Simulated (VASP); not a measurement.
Write the native input for VASP 6.6.1 that does the following.

* Task: single point
* Functional: PBE
* Potentials or basis: VASP PAW PBE potentials, release 64 (Al, Co)
* Cutoff: 520 eV
* k mesh: 6 × 6 × 6
* Occupations: gaussian, width 0.1 eV
* Spin: collinear spin, ferromagnetic start
* Starting moments: [0.0, 3.0, 3.0] μB
* Dipole correction: no
* Further INCAR settings: ALGO = Fast; EDIFF = 1e-06; NBANDS = 22

The structure of AlCo2 lies in POSCAR:

```
AlCo2
1.0
    0.0000000000      2.6429823500      2.6429823500
    2.6429823500      0.0000000000      2.6429823500
    2.6429823500      2.6429823500      0.0000000000
Al Co
1 2
Direct
    0.0000000000      0.0000000000      0.0000000000
    0.7500000000      0.7500000000      0.7500000000
    0.2500000000      0.2500000000      0.2500000000
```

One way to write it, as run:

INCAR

```
PREC = Accurate ; ENCUT = 520
EDIFF = 1E-6 ; ISMEAR = 0
SIGMA = 0.1 ; LREAL = False
LASPH = True ; NELM = 150
ALGO = Fast ; ISIF = 2
LWAVE = False ; LCHARG = False
ISPIN = 2 ; MAGMOM = 0 3 3
LORBIT = 11 ; LMAXMIX = 4
GGA = PE ; NBANDS = 22
```

KPOINTS

```
Automatic mesh
0
Gamma
  6 6 6
```

Potentials or basis: VASP PAW PBE potentials, release 64 (Al, Co).

Command:

```console
$ cat potpaw_PBE.64/Al/POTCAR potpaw_PBE.64/Co/POTCAR > POTCAR
$ mpirun -np 1 vasp_std > vasp.out
```

Results of the run:

```json
{
 "Pressure": "15.7 GPa",
 "Net moment": "1.39 μB per cell",
 "Site moments": "Al -0.04; Co +0.74 μB",
 "Valence electrons inside the program's atomic spheres": "Al 0.98; Co 8.39"
}
```

It took 25 s on 1 thread of Intel(R) Xeon(R) Platinum 8488C (Sapphire Rapids) (shared host), peak memory 0.17 GiB.
